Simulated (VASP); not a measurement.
# Re (P6_3/mmc) in VASP: notebook

Runs on Re. Level: PBE. Tasks: density of states.

All numbers are computed with VASP 6.6.1; they aren't measurements. Logs are shortened: lines on timing, memory, paths and dates and some standing lists are left out, and cuts for length are marked.

### 1 The cell of the first run

Symmetry: P6_3/mmc, No. 194, hexagonal system. Conventional cell: a = 2.042 Å, b = 2.042 Å, c = 3.314 Å, α = 90.00°, β = 90.00°, γ = 120.00°. Within 2.7 Å of Re (site symmetry -6m2) lie 12 Re at 2.03 to 2.04 Å.

### 2 Density of states, PBE (volume scaled by 0.4)

POSCAR reads:

```
Re
1.0
    2.0416521289      0.0000000000      0.0000000000
   -1.0208260644      1.7681226093      0.0000000000
    0.0000000000      0.0000000000      3.3141060762
Re
2
Direct
    0.3333333333      0.6666666667      0.2500000000
    0.6666666667      0.3333333333      0.7500000000
```

INCAR.step1 reads:

```
ALGO = Normal ; EDIFF = 1E-6
ENCUT = 520 ; GGA = PE
ISIF = 2 ; ISMEAR = -1
LASPH = T ; LCHARG = T
LMAXMIX = 4 ; LREAL = F
LWAVE = F ; NBANDS = 14
NELM = 80 ; PREC = Accurate
SIGMA = 0.08
```

KPOINTS.step1 reads:

```
k-points
0
Gamma
  16 16 9
```

INCAR.step2 reads:

```
ALGO = Normal ; EDIFF = 1E-6
ENCUT = 520 ; GGA = PE
ICHARG = 11 ; ISIF = 2
ISMEAR = -5 ; LASPH = T
LCHARG = F ; LMAXMIX = 4
LORBIT = 10 ; LREAL = F
LWAVE = F ; NEDOS = 1001
NELM = 80 ; PREC = Accurate
SIGMA = 0.08
```

KPOINTS.step2 reads:

```
k-points
0
Gamma
  24 24 14
```

Potentials or basis: VASP PAW PBE potentials, release 64 (Re).

Run with:

```
> cat potpaw_PBE.64/Re/POTCAR > POTCAR
> cp INCAR.step1 INCAR
> cp KPOINTS.step1 KPOINTS
> mpirun -np 1 vasp_std > vasp.out
> cp INCAR.step2 INCAR
> cp KPOINTS.step2 KPOINTS
> mpirun -np 1 vasp_std > vasp.out
```

OUTCAR:

```text
EDIFF = 1E-6
   ENCUT = 520
   GGA = PE
   ICHARG = 11
   ISIF = 2
   ISMEAR = -5
   LASPH = T
   LORBIT = 10
   LREAL = F
   NELM = 80
   PREC = Accurate

 ion  position               nearest neighbor table
   1  0.333  0.667  0.250-   2 2.03   2 2.03   2 2.03   2 2.03   2 2.03   2 2.03   2 2.88   2 2.88
                             2 2.88   2 2.88   2 2.88   2 2.88
   2  0.667  0.333  0.750-   1 2.03   1 2.03   1 2.03   1 2.03   1 2.03   1 2.03   1 2.88   1 2.88
                             1 2.88   1 2.88   1 2.88   1 2.88

  LATTYP: Found a hexagonal cell.
 ALAT       =     2.0416521289
 C/A-ratio  =     1.6232471876

  Lattice vectors:

 A1 = (   2.0416521289,   0.0000000000,   0.0000000000)
 A2 = (  -1.0208260644,   1.7681226093,   0.0000000000)
 A3 = (   0.0000000000,   0.0000000000,   3.3141060762)

Analysis of symmetry for initial positions (statically):
=====================================================================
 Subroutine PRICEL returns:
 Original cell was already a primitive cell.

 Routine SETGRP: Setting up the symmetry group for a
 hexagonal supercell.

 Subroutine GETGRP returns: Found 24 space group operations
 (whereof 12 operations were pure point group operations)
 out of a pool of 24 trial point group operations.

The static configuration has the point symmetry D_3d.
 The point group associated with its full space group is D_6h.

Analysis of symmetry for dynamics (positions and initial velocities):
=====================================================================
 Subroutine PRICEL returns:
 Original cell was already a primitive cell.

 Routine SETGRP: Setting up the symmetry group for a
 hexagonal supercell.

 Subroutine GETGRP returns: Found 24 space group operations
 (whereof 12 operations were pure point group operations)
 out of a pool of 24 trial point group operations.

The dynamic configuration has the point symmetry D_3d.
 The point group associated with its full space group is D_6h.

 Subroutine INISYM returns: Found 24 space group operations
 (whereof 12 operations are pure point group operations),
 and found     1 'primitive' translations

----------------------------------------------------------------------------------------

                                     Primitive cell

  volume of cell :      11.9636

  direct lattice vectors                    reciprocal lattice vectors
     2.041652129  0.000000000  0.000000000     0.489799406  0.282785819  0.000000000
    -1.020826064  1.768122609  0.000000000     0.000000000  0.565571638  0.000000000
     0.000000000  0.000000000  3.314106076     0.000000000  0.000000000  0.301740493

  length of vectors
     2.041652129  2.041652129  3.314106076     0.565571638  0.565571638  0.301740493

  position of ions in fractional coordinates (direct lattice)
     0.333333333  0.666666667  0.250000000
     0.666666667  0.333333333  0.750000000

  ion indices of the primitive-cell ions
   primitive index   ion index
                 1           1
                 2           2

----------------------------------------------------------------------------------------

 KPOINTS: k-points

Automatic generation of k-mesh.
 Grid dimensions read from file:
 generate k-points for:   24   24   14

 Generating k-lattice:

  Cartesian coordinates                     Fractional coordinates (reciprocal lattice)
     0.020408309  0.011782742  0.000000000     0.041666667  0.000000000  0.000000000
     0.000000000  0.023565485  0.000000000     0.000000000  0.041666667  0.000000000
     0.000000000  0.000000000  0.021552892     0.000000000  0.000000000  0.071428571

  Length of vectors
     0.023565485  0.023565485  0.021552892

  Shift w.r.t. Gamma in fractional coordinates (k-lattice)
     0.000000000  0.000000000  0.000000000

 TETIRR: Found   8183 inequivalent tetrahedra from    48384

 Subroutine IBZKPT returns following result:
 ===========================================

 Found    488 irreducible k-points:

 Following reciprocal coordinates:
            Coordinates               Weight
  0.000000  0.000000  0.000000      1.000000
  0.041667 -0.000000  0.000000      6.000000
  0.083333 -0.000000  0.000000      6.000000
  0.125000 -0.000000  0.000000      6.000000
  0.166667  0.000000  0.000000      6.000000
  0.208333 -0.000000  0.000000      6.000000
[... 16 lines left out ...]
  0.416667  0.041667  0.000000     12.000000
  0.458333  0.041667  0.000000     12.000000
 [... further k-points ...]
   k-points           NKPTS =    488   k-points in BZ     NKDIM =    488   number of bands    NBANDS=     11
   number of dos      NEDOS =   1001   number of ions     NIONS =      2
   total plane-waves  NPLWV =   7168
   dimension x,y,z NGX =    16 NGY =   16 NGZ =   28
   dimension x,y,z NGXF=    32 NGYF=   32 NGZF=   56
   ions per type =               2
   NGX,Y,Z   is equivalent  to a cutoff of  13.03, 13.03, 14.05 a.u.
   NGXF,Y,Z  is equivalent  to a cutoff of  26.06, 26.06, 28.09 a.u.
 SYSTEM =  unknown system
   PREC   = accura    normal or accurate (medium, high low for compatibility)
   ISTART =      0    job   : 0-new  1-cont  2-samecut
   ICHARG =     11    charge: 1-file 2-atom 10-const
   ISPIN  =      1    spin polarized calculation?
   LNONCOLLINEAR =      F non collinear calculations
   LSORBIT =      F    spin-orbit coupling
   LASPH  =      T    aspherical Exc in radial PAW
   ENCUT  =  520.0 eV  38.22 Ry    6.18 a.u.   3.80  3.80  6.16*2*pi/ulx,y,z
   NELM   =     80;   NELMIN=  2; NELMDL=  0     # of ELM steps
   EDIFF  = 0.1E-05   stopping-criterion for ELM
   LREAL  =      F    real-space projection
   EDIFFG = 0.1E-04   stopping-criterion for IOM
   NSW    =      0    number of steps for IOM
   IBRION =     -1    ionic relax: 0-MD 1-quasi-New 2-CG
   NFREE  =      0    steps in history (QN), initial steepest desc. (CG)
   ISIF   =      2    stress and relaxation
   ISYM   =      2    0-nonsym 1-usesym 2-fastsym
   POTIM  = 0.5000    time-step for ionic-motion
   TEBEG  =    0.0;   TEEND  =   0.0 temperature during run
   PSTRESS=    0.0 pullay stress
   NELECT =      14.0000    total number of electrons
   NUPDOWN=      -1.0000    fix difference up-down
   EMIN   =  10.00;   EMAX   =-10.00  energy-range for DOS
   EFERMI =   0.00;   METHOD = LEGACY
   ISMEAR =    -5;   SIGMA  =   0.08  broadening in eV -4-tet -1-fermi 0-gaus
   EFERMI_NEDOS =   21; number of points for ismear=-14 and -15
   IALGO  =     38    algorithm
   IMIX   =      4    mixing-type and parameters
     AMIX     =   0.40;   BMIX     =  1.00
     AMIX_MAG =   1.60;   BMIX_MAG =  1.00
  volume/ion in A,a.u.               =       5.98        40.37
  Fermi-wavevector in a.u.,A,eV,Ry     =   1.725165  3.260089 40.493587  2.976195
  Thomas-Fermi vector in A             =   2.800717
   LORBIT       =     10    0 simple, 1 ext, 2 COOP (PROOUT), +10 PAW based schemes
   GGA     = PE    functional components
   LHFCALC =     F    Hartree Fock is set to
   AEXX    =    0.0000 exact exchange contribution
   IVDW    =     0    specifies the selected vdW correction
   LEPSILON=     F    determine dielectric tensor
   LRPA    =     F    only Hartree local field effects (RPA)
 non-spin polarized calculation
 Fermi weights with tetrahedron method with Bloechl corrections
  energy-cutoff  :      520.00
  volume of cell :       11.96
 maximum number of plane-waves:       336
 NGX is ok and might be reduce to    16

 number of electron      14.0000000 magnetization

 Free energy of the ion-electron system (eV)
  ---------------------------------------------------
  ext. energy  EPLUGINS =         0.00000000
  ---------------------------------------------------
  free energy    TOTEN  =        31.28742574 eV

  energy without entropy =       31.28742574  energy(sigma->0) =       31.28742574

 E-fermi :  25.1908     XC(G=0): -19.1732

 val. band max:       25.5323288093   @ k =   0.1667   0.1250   0.0000
 cond. band min:      24.8104484417   @ k =   0.2083  -0.0000   0.0000
 fundamental gap:     -0.7218803676
 Fermi energy:        25.1907725041

 k-point     1 :       0.0000    0.0000    0.0000
  band No.  band energies     occupation
      1       7.3024      2.00000
      2      12.2168      2.00000
      3      16.6360      2.00000
      4      16.6360      2.00000
      5      16.8209      2.00000
      6      19.7607      2.00000
      7      19.7607      2.00000
      8      22.7425      2.00000
      9      22.7425      2.00000
     10      31.6120      0.00000
     11      31.6140      0.00000

 k-point     2 :       0.0417   -0.0000    0.0000
  band No.  band energies     occupation
      1       7.5606      2.00000
      2      12.4911      2.00000
      3      15.8701      2.00000
      4      16.8400      2.00000
      5      17.4814      2.00000
      6      19.5856      2.00000
      7      19.9732      2.00000
      8      22.3237      2.00000
      9      22.4988      2.00000
     10      30.1298      0.00000
     11      31.8771      0.00000

 k-point     3 :       0.0833   -0.0000    0.0000
  band No.  band energies     occupation
      1       8.2586      2.00000
      2      13.2285      2.00000
      3      14.9270      2.00000
      4      17.4476      2.00000
      5      18.2235      2.00000
      6      19.1919      2.00000
      7      20.6055      2.00000
      8      21.1324      2.00000
      9      21.8570      2.00000
     10      28.2835      0.00000
     11      32.5742      0.00000

 k-point     4 :       0.1250   -0.0000    0.0000
  band No.  band energies     occupation
      1       9.0856      2.00000
      2      14.1304      2.00000
      3      14.1902      2.00000
      4      18.3570      2.00000
      5      18.4464      2.00000
      6      19.3851      2.00000
      7      19.6623      2.00000
      8      20.9911      2.00000
      9      21.6417      2.00000
     10      26.8012      0.00000
     11      33.5077      0.00000

 k-point     5 :       0.1667    0.0000    0.0000
  band No.  band energies     occupation
      1       9.3504      2.00000
      2      14.0163      2.00000
      3      15.0025      2.00000
      4      17.3750      2.00000
      5      18.1869      2.00000
      6      19.8156      2.00000
      7      20.0436      2.00000
      8      21.3239      2.00000
      9      23.0556      2.00000
     10      25.6180     -0.03360
     11      34.5020      0.00000
[... 211 lines left out ...]
 k-point    21 :       0.3333    0.0417    0.0000
  band No.  band energies     occupation
      1       5.7802      2.00000
      2       9.5112      2.00000
      3      11.7074      2.00000
      4      16.3830      2.00000
      5      21.3453      2.00000
      6      22.5013      2.00000
      7      23.5433      2.15526
      8      30.0551      0.00000
      9      31.6129      0.00000
     10      35.8944      0.00000
     11      37.1489      0.00000

 k-point    22 :       0.3750    0.0417    0.0000
  band No.  band energies     occupation
      1       5.1502      2.00000
      2       8.4832      2.00000
      3      11.2045      2.00000
      4      16.0034      2.00000
      5      22.0704      2.00000
      6      22.2621      2.00000
      7      25.2402      0.61830
      8      32.3888      0.00000
      9      34.1869      0.00000
     10      37.3813      0.00000
     11      39.1632      0.00000

 k-point    23 :       0.4167    0.0417    0.0000
  band No.  band energies     occupation
      1       4.7217      2.00000
      2       7.7867      2.00000
      3      10.8587      2.00000
      4      15.7517      2.00000
      5      21.7777      2.00000
      6      22.9990      2.00000
      7      26.3776     -0.01181
      8      34.4541      0.00000
      9      36.3846      0.00000
     10      37.5207      0.00000
     11      39.0266      0.00000

 k-point    24 :       0.4583    0.0417    0.0000
  band No.  band energies     occupation
      1       4.5051      2.00000
      2       7.4352      2.00000
      3      10.6830      2.00000
      4      15.6265      2.00000
      5      21.6296      2.00000
      6      23.4265      2.00000
      7      26.9057      0.00000
      8      35.8195      0.00000
      9      37.5909      0.00000
     10      37.7095      0.00000
     11      38.6111      0.00000

 [... further k-points ...]

------------------------ aborting loop because EDIFF is reached ----------------------------------------

  FORCE on cell =-STRESS in cart. coord.  units (eV):
  Direction    XX          YY          ZZ          XY          YZ          ZX
  --------------------------------------------------------------------------------------
  -------------------------------------------------------------------------------------
  Total      153.5006221    153.5006221    151.8783148      0.0000000      0.0000000      0.0000000
  in kB    20557.0216754  20557.0216750  20339.7599758      0.0000006      0.0000000      0.0000000
  external PRESSURE =   20484.6011087 kB  Pullay stress =       0.0000000 kB

 VOLUME and BASIS-vectors are now :
 -----------------------------------------------------------------------------
  energy-cutoff  :      520.00
  volume of cell :       11.96
      direct lattice vectors                 reciprocal lattice vectors
     2.041652129  0.000000000  0.000000000     0.489799406  0.282785819  0.000000000
    -1.020826064  1.768122609  0.000000000     0.000000000  0.565571638  0.000000000
     0.000000000  0.000000000  3.314106076     0.000000000  0.000000000  0.301740493

 POSITION                                       TOTAL-FORCE (eV/Angst)
 -----------------------------------------------------------------------------------
     -0.00000      1.17875      0.82853        -0.000000     -0.000000      0.000000
      1.02083      0.58937      2.48558         0.000000      0.000000      0.000000
 -----------------------------------------------------------------------------------
    total drift:                                0.000000     -0.000000     -0.000000

  FREE ENERGIE OF THE ION-ELECTRON SYSTEM (eV)
  ---------------------------------------------------
  free  energy   TOTEN  =        31.2874257419 eV

  energy  without entropy=       31.2874257419  energy(sigma->0) =       31.28742574

 total charge

# of ion       s       p       d       tot
------------------------------------------
    1        1.201   1.559   8.940  11.700
    2        1.201   1.559   8.940  11.700
--------------------------------------------------
tot          2.403   3.119  17.879  23.401
```

Wall time 29 s (1 thread of Intel Xeon 6975P-C (Granite Rapids), shared host); peak memory 0.19 GiB.

Levels at points of the mesh, in eV from the Fermi level:
```csv
k point,band 5,band 6,band 7,band 8,band 9,band 10
"(0.00, 0.00, 0.00)",-8.37,-5.43,-5.43,-2.45,-2.45,6.42
"(0.50, 0.00, 0.00)",-3.55,-1.72,1.99,11.01,12.70,13.05
"(0.00, 0.00, 0.50)",-8.80,-8.80,-1.42,-1.42,5.68,5.68
"(0.50, 0.00, 0.50)",-1.68,-1.68,5.74,5.74,12.23,12.23
```

Caveat: spin-orbit coupling is left out, which moves the levels of the heavy elements; tetrahedron occupations give inexact forces and stress in metals.

### 3 Density of states, PBE (volume scaled by 0.95)

POSCAR reads:

```
Re
1.0
    2.7288695869      0.0000000000      0.0000000000
   -1.3644347935      2.3632703859      0.0000000000
    0.0000000000      0.0000000000      4.4058321565
Re
2
Direct
    0.3333333333      0.6666666667      0.2500000000
    0.6666666667      0.3333333333      0.7500000000
```

INCAR.step1 reads:

```
SYSTEM = Re
PREC = Accurate
ENCUT = 520
EDIFF = 1E-6
ISMEAR = -1
SIGMA = 0.08
LREAL = .FALSE.
LASPH = .TRUE.
NELM = 100
ALGO = Normal
ISIF = 2
LWAVE = .FALSE.
LCHARG = .TRUE.
LMAXMIX = 4
GGA = PE
NBANDS = 14
```

KPOINTS.step1 reads:

```
regular mesh
0
G
  16 16 9
  0 0 0
```

INCAR.step2 reads:

```
SYSTEM = Re
PREC = Accurate
ENCUT = 520
EDIFF = 1E-6
ISMEAR = -5
SIGMA = 0.08
LREAL = .FALSE.
LASPH = .TRUE.
NELM = 100
ALGO = Normal
ISIF = 2
LWAVE = .FALSE.
LCHARG = .FALSE.
LMAXMIX = 4
GGA = PE
LORBIT = 11
NBANDS = 14
NEDOS = 2001
ICHARG = 11
```

KPOINTS.step2 reads:

```
regular mesh
0
G
  24 24 14
  0 0 0
```

Potentials or basis: VASP PAW PBE potentials, release 64 (Re).

Run with:

```
> cat potpaw_PBE.64/Re/POTCAR > POTCAR
> cp INCAR.step1 INCAR
> cp KPOINTS.step1 KPOINTS
> mpirun -np 1 vasp_std > vasp.out
> cp INCAR.step2 INCAR
> cp KPOINTS.step2 KPOINTS
> mpirun -np 1 vasp_std > vasp.out
```

Wall time 65 s (1 thread of Intel Xeon 6975P-C (Granite Rapids), shared host); peak memory 0.29 GiB.

Results (log left out):

| Property | Result |
| --- | --- |
| Valence electrons inside the program's atomic spheres | Re 6.29 |

Levels at points of the mesh, in eV from the Fermi level:
```csv
k point,band 5,band 6,band 7,band 8,band 9,band 10
"(0.00, 0.00, 0.00)",-1.66,-0.78,-0.78,0.20,0.20,0.71
"(0.50, 0.00, 0.00)",-1.73,-1.41,-0.61,4.19,4.63,4.76
"(0.00, 0.00, 0.50)",-1.80,-1.80,-1.80,-1.80,2.69,2.69
"(0.50, 0.00, 0.50)",0.41,0.41,1.01,1.01,4.52,4.52
```

Caveat: spin-orbit coupling is left out, which moves the levels of the heavy elements; tetrahedron occupations give inexact forces and stress in metals.

### 4 Density of states, PBE (volume scaled by 0.95)

POSCAR is that of step 3.

INCAR.step1 reads:

```
PREC = Accurate
ENCUT = 520
EDIFF = 1E-6
ISMEAR = -1
SIGMA = 0.08
LREAL = False
LASPH = True
NELM = 100
ALGO = Normal
ISIF = 2
LWAVE = False
LCHARG = True
LMAXMIX = 4
GGA = PE
NBANDS = 14
```

KPOINTS.step1 reads:

```
Automatic mesh
0
Gamma
  16 16 9
```

INCAR.step2 reads:

```
PREC = Accurate
ENCUT = 520
EDIFF = 1E-6
ISMEAR = -5
SIGMA = 0.08
LREAL = False
LASPH = True
NELM = 100
ALGO = Normal
ISIF = 2
LWAVE = False
LCHARG = False
LMAXMIX = 4
GGA = PE
LORBIT = 10
NBANDS = 14
NEDOS = 2001
ICHARG = 11
```

KPOINTS.step2 reads:

```
Automatic mesh
0
Gamma
  24 24 14
```

Run with:

```
> cat potpaw_PBE.64/Re/POTCAR > POTCAR
> cp INCAR.step1 INCAR
> cp KPOINTS.step1 KPOINTS
> mpirun -np 1 vasp_std > vasp.out
> cp INCAR.step2 INCAR
> cp KPOINTS.step2 KPOINTS
> mpirun -np 1 vasp_std > vasp.out
```

Wall time 63 s (1 thread of Intel Xeon 6975P-C (Granite Rapids), shared host); peak memory 0.29 GiB.

The run converged. Its results:

```
Valence electrons inside the program's atomic spheres : Re 6.29
```

Levels at points of the mesh, in eV from the Fermi level:
```tsv
k point	band 3	band 4	band 5	band 6	band 7	band 8	band 9	band 10	band 11	band 12
(0.00, 0.00, 0.00)	-1.67	-1.67	-1.66	-0.78	-0.78	0.20	0.20	0.71	3.54	3.54
(0.50, 0.00, 0.00)	-5.50	-2.04	-1.73	-1.41	-0.61	4.19	4.63	4.76	6.39	7.41
(0.00, 0.00, 0.50)	-2.47	-2.47	-1.80	-1.80	-1.80	-1.80	2.69	2.69	2.69	2.69
(0.50, 0.00, 0.50)	-4.29	-4.29	0.41	0.41	1.01	1.01	4.52	4.52	5.03	5.03
```

Caveat: spin-orbit coupling is left out, which moves the levels of the heavy elements; tetrahedron occupations give inexact forces and stress in metals.

(Part 1 of 2 ends here.)
